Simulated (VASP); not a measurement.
A run of VASP 6.6.1:

POSCAR

```
ZnS
1.0
    0.0000000000      2.6654820099      2.6654820099
    2.6654820099      0.0000000000      2.6654820099
    2.6654820099      2.6654820099      0.0000000000
Zn S
1 1
Direct
    0.7500000000      0.7500000000      0.7500000000
    0.0000000000      0.0000000000      0.0000000000
```

Contents of INCAR.step1:

```
SYSTEM = ZnS
PREC = Accurate
ENCUT = 520
ISMEAR = -1
SIGMA = 0.05
LREAL = .False.
LASPH = .True.
NELM = 80
NBANDS = 16
GGA = PE
ALGO = Normal
EDIFF = 1E-4
LWAVE = .True.
LCHARG = .False.
```

The input INCAR.step2:

```
SYSTEM = ZnS
PREC = Accurate
ENCUT = 520
EDIFF = 1E-7
ISMEAR = -1
SIGMA = 0.05
LREAL = .False.
LASPH = .True.
NELM = 80
ALGO = Normal
ISIF = 2
LWAVE = .False.
LCHARG = .True.
METAGGA = R2SCAN
LMIXTAU = .True.
IVDW = 12
VDW_S6 = 1.0
VDW_S8 = 0.78981345
VDW_A1 = 0.49484001
VDW_A2 = 5.73083694
LELF = .True.
LVHAR = .True.
NBANDS = 16
ISTART = 1
```

KPOINTS

```
Automatic mesh
0
Gamma
  9 9 9
  0 0 0
```

Potentials or basis: VASP PAW PBE potentials, release 64 (Zn, S).

Launch:

```sh
$ cat potpaw_PBE.64/Zn/POTCAR potpaw_PBE.64/S/POTCAR > POTCAR
$ cp INCAR.step1 INCAR
$ mpirun -np 1 vasp_std > vasp.out
$ cp INCAR.step2 INCAR
$ mpirun -np 1 vasp_std > vasp.out
```

Hardware: 1 thread of AMD EPYC 9R45 96-Core Processor (Zen 5) (shared host).

Problem. How long does it take, and how much memory?

Solution. Wall time 53 s on 1 thread of AMD EPYC 9R45 96-Core Processor (Zen 5), on a shared host, peak memory 0.15 GiB. Counts: k points 35.
